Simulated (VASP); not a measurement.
# ZnO (Pm-3m) in VASP: notebook, part 2 of 2

VASP 6.6.1. The steps go on from the part before.

## 4. Single point, LDA

This run uses another cell than the first one, of 9.05 Å³/atom, 1.037 times its volume.

The input, INCAR:

```
ALGO = Normal ; EDIFF = 1E-6
ENCUT = 910 ; GGA_COMPAT = False
ISIF = 2 ; ISMEAR = 0
LASPH = True ; LCHARG = True
LELF = True ; LREAL = False
LVHAR = True ; LWAVE = False
NBANDS = 16 ; NELM = 120
PREC = Accurate ; SIGMA = 0.05
```

The input, KPOINTS:

```
k-points
0
Gamma
  6 6 6
```

The input, POSCAR:

```
ZnO
1.0
    2.6260150690      0.0000000000      0.0000000000
    0.0000000000      2.6260150690      0.0000000000
    0.0000000000      0.0000000000      2.6260150690
Zn O
1 1
Direct
    0.0000000000      0.0000000000      0.0000000000
    0.5000000000      0.5000000000      0.5000000000
```

Potentials or basis: VASP PAW LDA potentials, release 64 (Zn, O_h).

The run is started by

```bash
$ cat potpaw_LDA.64/Zn/POTCAR potpaw_LDA.64/O_h/POTCAR > POTCAR
$ mpirun -np 1 vasp_std > vasp.out
```

OUTCAR:

```text
EDIFF = 1E-6
   ENCUT = 910
   ISIF = 2
   ISMEAR = 0
   LASPH = True
   LREAL = False
   NELM = 120
   PREC = Accurate

 ion  position               nearest neighbor table
   1  0.000  0.000  0.000-   2 2.27   2 2.27   2 2.27   2 2.27   2 2.27   2 2.27   2 2.27   2 2.27

   2  0.500  0.500  0.500-   1 2.27   1 2.27   1 2.27   1 2.27   1 2.27   1 2.27   1 2.27   1 2.27

  LATTYP: Found a simple cubic cell.
 ALAT       =     2.6260150690

  Lattice vectors:

 A1 = (   2.6260150690,   0.0000000000,   0.0000000000)
 A2 = (   0.0000000000,   2.6260150690,   0.0000000000)
 A3 = (   0.0000000000,   0.0000000000,   2.6260150690)

Analysis of symmetry for initial positions (statically):
=====================================================================
 Subroutine PRICEL returns:
 Original cell was already a primitive cell.

 Routine SETGRP: Setting up the symmetry group for a
 simple cubic supercell.

 Subroutine GETGRP returns: Found 48 space group operations
 (whereof 48 operations were pure point group operations)
 out of a pool of 48 trial point group operations.

The static configuration has the point symmetry O_h .

Analysis of symmetry for dynamics (positions and initial velocities):
=====================================================================
 Subroutine PRICEL returns:
 Original cell was already a primitive cell.

 Routine SETGRP: Setting up the symmetry group for a
 simple cubic supercell.

 Subroutine GETGRP returns: Found 48 space group operations
 (whereof 48 operations were pure point group operations)
 out of a pool of 48 trial point group operations.

The dynamic configuration has the point symmetry O_h .

 Subroutine INISYM returns: Found 48 space group operations
 (whereof 48 operations are pure point group operations),
 and found     1 'primitive' translations

----------------------------------------------------------------------------------------

                                     Primitive cell

  volume of cell :      18.1089

  direct lattice vectors                    reciprocal lattice vectors
     2.626015069  0.000000000  0.000000000     0.380805126  0.000000000  0.000000000
     0.000000000  2.626015069  0.000000000     0.000000000  0.380805126  0.000000000
     0.000000000  0.000000000  2.626015069     0.000000000  0.000000000  0.380805126

  length of vectors
     2.626015069  2.626015069  2.626015069     0.380805126  0.380805126  0.380805126

  position of ions in fractional coordinates (direct lattice)
     0.000000000  0.000000000  0.000000000
     0.500000000  0.500000000  0.500000000

  ion indices of the primitive-cell ions
   primitive index   ion index
                 1           1
                 2           2

----------------------------------------------------------------------------------------

 KPOINTS: k-points

Automatic generation of k-mesh.
 Grid dimensions read from file:
 generate k-points for:    6    6    6

 Generating k-lattice:

  Cartesian coordinates                     Fractional coordinates (reciprocal lattice)
     0.063467521  0.000000000  0.000000000     0.166666667  0.000000000  0.000000000
     0.000000000  0.063467521  0.000000000     0.000000000  0.166666667  0.000000000
     0.000000000  0.000000000  0.063467521     0.000000000  0.000000000  0.166666667

  Length of vectors
     0.063467521  0.063467521  0.063467521

  Shift w.r.t. Gamma in fractional coordinates (k-lattice)
     0.000000000  0.000000000  0.000000000

 Subroutine IBZKPT returns following result:
 ===========================================

 Found     20 irreducible k-points:

 Following reciprocal coordinates:
            Coordinates               Weight
  0.000000  0.000000  0.000000      1.000000
  0.166667  0.000000  0.000000      6.000000
  0.333333  0.000000  0.000000      6.000000
  0.500000  0.000000  0.000000      3.000000
  0.166667  0.166667  0.000000     12.000000
  0.333333  0.166667  0.000000     24.000000
[... 12 lines left out ...]
  0.500000  0.500000  0.333333      6.000000
  0.500000  0.500000  0.500000      1.000000
   k-points           NKPTS =     20   k-points in BZ     NKDIM =     20   number of bands    NBANDS=     16
   number of dos      NEDOS =    301   number of ions     NIONS =      2
   total plane-waves  NPLWV =  21952
   dimension x,y,z NGX =    28 NGY =   28 NGZ =   28
   dimension x,y,z NGXF=    56 NGYF=   56 NGZF=   56
   ions per type =               1   1
   NGX,Y,Z   is equivalent  to a cutoff of  17.73, 17.73, 17.73 a.u.
   NGXF,Y,Z  is equivalent  to a cutoff of  35.45, 35.45, 35.45 a.u.
 SYSTEM =  unknown system
   PREC   = accura    normal or accurate (medium, high low for compatibility)
   ISTART =      0    job   : 0-new  1-cont  2-samecut
   ICHARG =      2    charge: 1-file 2-atom 10-const
   ISPIN  =      1    spin polarized calculation?
   LNONCOLLINEAR =      F non collinear calculations
   LSORBIT =      F    spin-orbit coupling
   LASPH  =      T    aspherical Exc in radial PAW
   ENCUT  =  910.0 eV  66.88 Ry    8.18 a.u.   6.46  6.46  6.46*2*pi/ulx,y,z
   NELM   =    120;   NELMIN=  2; NELMDL= -5     # of ELM steps
   EDIFF  = 0.1E-05   stopping-criterion for ELM
   LREAL  =      F    real-space projection
   EDIFFG = 0.1E-04   stopping-criterion for IOM
   NSW    =      0    number of steps for IOM
   IBRION =     -1    ionic relax: 0-MD 1-quasi-New 2-CG
   NFREE  =      0    steps in history (QN), initial steepest desc. (CG)
   ISIF   =      2    stress and relaxation
   ISYM   =      2    0-nonsym 1-usesym 2-fastsym
   POTIM  = 0.5000    time-step for ionic-motion
   TEBEG  =    0.0;   TEEND  =   0.0 temperature during run
   PSTRESS=    0.0 pullay stress
   NELECT =      18.0000    total number of electrons
   NUPDOWN=      -1.0000    fix difference up-down
   EMIN   =  10.00;   EMAX   =-10.00  energy-range for DOS
   EFERMI =   0.00;   METHOD = LEGACY
   ISMEAR =     0;   SIGMA  =   0.05  broadening in eV -4-tet -1-fermi 0-gaus
   EFERMI_NEDOS =   21; number of points for ismear=-14 and -15
   IALGO  =     38    algorithm
   IMIX   =      4    mixing-type and parameters
     AMIX     =   0.40;   BMIX     =  1.00
     AMIX_MAG =   1.60;   BMIX_MAG =  1.00
  volume/ion in A,a.u.               =       9.05        61.10
  Fermi-wavevector in a.u.,A,eV,Ry     =   1.633811  3.087455 36.318549  2.669338
  Thomas-Fermi vector in A             =   2.725554
   LORBIT       =      0    0 simple, 1 ext, 2 COOP (PROOUT), +10 PAW based schemes
   GGA     = CA    functional components
   LHFCALC =     F    Hartree Fock is set to
   AEXX    =    0.0000 exact exchange contribution
   IVDW    =     0    specifies the selected vdW correction
   LEPSILON=     F    determine dielectric tensor
   LRPA    =     F    only Hartree local field effects (RPA)
 non-spin polarized calculation
 Gauss-broadening in eV      SIGMA  =   0.05
  energy-cutoff  :      910.00
  volume of cell :       18.11
 maximum number of plane-waves:      1146
 NGX is ok and might be reduce to    28
   NGX = 13   NGY = 13   NGZ = 13

 number of electron      18.0000004 magnetization

 Free energy of the ion-electron system (eV)
  ---------------------------------------------------
  ext. energy  EPLUGINS =         0.00000000
  ---------------------------------------------------
  free energy    TOTEN  =        -9.19098385 eV

  energy without entropy =       -9.19044233  energy(sigma->0) =       -9.19071309

 E-fermi :   4.0390     XC(G=0): -13.3905

 val. band max:        4.0027093001   @ k =   0.5000   0.0000   0.0000
 cond. band min:       5.5650470952   @ k =   0.1667   0.0000   0.0000
 fundamental gap:      1.5623377950
 Fermi energy:         4.0390367411

 k-point     1 :       0.0000    0.0000    0.0000
  band No.  band energies     occupation
      1     -14.8250      2.00000
      2      -2.7380      2.00000
      3      -2.7380      2.00000
      4      -1.4655      2.00000
      5      -1.4655      2.00000
      6      -1.4655      2.00000
[... 8 lines left out ...]
     15      22.0380      0.00000
     16      36.9287      0.00000
[... 343 lines left out ...]
 k-point    20 :       0.5000    0.5000    0.5000
  band No.  band energies     occupation
      1     -11.4132      2.00000
      2      -3.5699      2.00000
      3      -3.5699      2.00000
      4      -3.5699      2.00000
      5      -1.1591      2.00000
      6      -1.1591      2.00000
[... 8 lines left out ...]
     15      25.4769      0.00000
     16      25.4769      0.00000

------------------------ aborting loop because EDIFF is reached ----------------------------------------

  FORCE on cell =-STRESS in cart. coord.  units (eV):
  Direction    XX          YY          ZZ          XY          YZ          ZX
  --------------------------------------------------------------------------------------
  -------------------------------------------------------------------------------------
  Total       -0.2302949     -0.2302949     -0.2302949     -0.0000000      0.0000000      0.0000000
  in kB      -20.3752614    -20.3752614    -20.3752614     -0.0000000      0.0000000      0.0000000
  external PRESSURE =     -20.3752614 kB  Pullay stress =       0.0000000 kB

 VOLUME and BASIS-vectors are now :
 -----------------------------------------------------------------------------
  energy-cutoff  :      910.00
  volume of cell :       18.11
      direct lattice vectors                 reciprocal lattice vectors
     2.626015069  0.000000000  0.000000000     0.380805126  0.000000000  0.000000000
     0.000000000  2.626015069  0.000000000     0.000000000  0.380805126  0.000000000
     0.000000000  0.000000000  2.626015069     0.000000000  0.000000000  0.380805126

 POSITION                                       TOTAL-FORCE (eV/Angst)
 -----------------------------------------------------------------------------------
      0.00000      0.00000      0.00000         0.000000      0.000000      0.000000
      1.31301      1.31301      1.31301         0.000000      0.000000      0.000000
 -----------------------------------------------------------------------------------
    total drift:                               -0.000000      0.000000      0.000000

  FREE ENERGIE OF THE ION-ELECTRON SYSTEM (eV)
  ---------------------------------------------------
  free  energy   TOTEN  =        -9.1909838523 eV

  energy  without entropy=       -9.1904423319  energy(sigma->0) =       -9.19071309
```

It took 5.6 s on 1 thread of Intel Xeon 6975P-C (Granite Rapids), shared host; peak memory 0.14 GiB.

Results:

```yaml
Free_energy: -9.1910 eV
Pressure: -2.0 GPa
Band_gap_on_the_k_mesh: zero (band 9 reaches 4.00 eV, above the bottom of band 10 at 3.52 eV)
```

Caveat: the k points lie up to 0.40 Å⁻¹ apart; the cutoff is under 1.25 times the usual one of these potentials, so pressure, stress and relaxed cells hold a basis-set (Pulay) error.

## 5. Single point, LDA

The input, INCAR:

```
SYSTEM = ZnO
ALGO = Normal
EDIFF = 1E-6
ENCUT = 910
GGA_COMPAT = .FALSE.
ISIF = 2
ISMEAR = 0
LASPH = .TRUE.
LCHARG = .FALSE.
LREAL = .FALSE.
LWAVE = .FALSE.
NBANDS = 16
NELM = 120
PREC = Accurate
SIGMA = 0.05
```

The input, KPOINTS:

```
k-points
0
G
  6 6 6
  0 0 0
```

The input, POSCAR:

```
ZnO
1.0
    2.5946121097      0.0000000000      0.0000000000
    0.0000000000      2.5946121097      0.0000000000
    0.0000000000      0.0000000000      2.5946121097
Zn O
1 1
Direct
    0.0000000000      0.0000000000      0.0000000000
    0.5000000000      0.5000000000      0.5000000000
```

The run is started by

```bash
$ cat potpaw_LDA.64/Zn/POTCAR potpaw_LDA.64/O_h/POTCAR > POTCAR
$ mpirun -np 1 vasp_std > vasp.out
```

Wall time 12 s (1 thread of Intel Xeon Platinum 8375C at 2.90GHz (Ice Lake), shared host); peak memory 0.14 GiB.

The run converged. Its results:

| Quantity | Value |
| --- | --- |
| Free energy | -9.1825 eV |
| Pressure | 5.6 GPa |
| Band gap on the k mesh | zero (band 9 reaches 4.40 eV, above the bottom of band 10 at 4.14 eV) |

Levels at points of the mesh, in eV from the Fermi level:
| k point | band 6 | band 7 | band 8 | band 9 | band 10 | band 11 | band 12 | band 13 |
| --- | --- | --- | --- | --- | --- | --- | --- | --- |
| (0.00, 0.00, 0.00) | -5.52 | -1.51 | -1.51 | -1.51 | -0.30 | 14.48 | 14.48 | 18.51 |
| (0.50, 0.00, 0.00) | -5.48 | -4.66 | -0.04 | -0.04 | 5.50 | 7.19 | 16.28 | 16.28 |
| (0.50, 0.50, 0.00) | -5.68 | -5.68 | -5.22 | -0.30 | 2.74 | 10.69 | 10.69 | 16.58 |
| (0.50, 0.50, 0.50) | -5.19 | -1.47 | -1.47 | -1.47 | 5.34 | 5.34 | 5.34 | 10.40 |

Caveat: the k points lie up to 0.40 Å⁻¹ apart; the cutoff is under 1.25 times the usual one of these potentials, so pressure, stress and relaxed cells hold a basis-set (Pulay) error.

## 6. The runs side by side

| potentials or basis | cell | cutoff (eV) | second run | gap on the mesh (eV) | pressure (GPa) |
| --- | --- | --- | --- | --- | --- |
| VASP PAW LDA potentials, release 64 (Zn, O) | a = 2.595 Å, 2 atoms | 520 | - | none | 6.2 |
| VASP PAW LDA potentials, release 64 (Zn, O) | a = 2.626 Å, 2 atoms | 520 | - | none | -1.6 |
| VASP PAW LDA potentials, release 64 (Zn, O_h) | a = 2.626 Å, 2 atoms | 910 | hard_potentials | none | -2.0 |
| VASP PAW LDA potentials, release 64 (Zn, O_h) | a = 2.595 Å, 2 atoms | 910 | hard_potentials | none | 5.6 |

Alike in all rows: task single point; level LDA; no spin polarisation; k mesh 6 × 6 × 6; smearing gaussian 0.05 eV.

Caveats: all runs use coarse meshes; the cutoff is under 1.25 times the usual one of these potentials, so pressure, stress and relaxed cells hold a basis-set (Pulay) error (some runs).

Absolute energies hang on the potentials; compare differences alone.
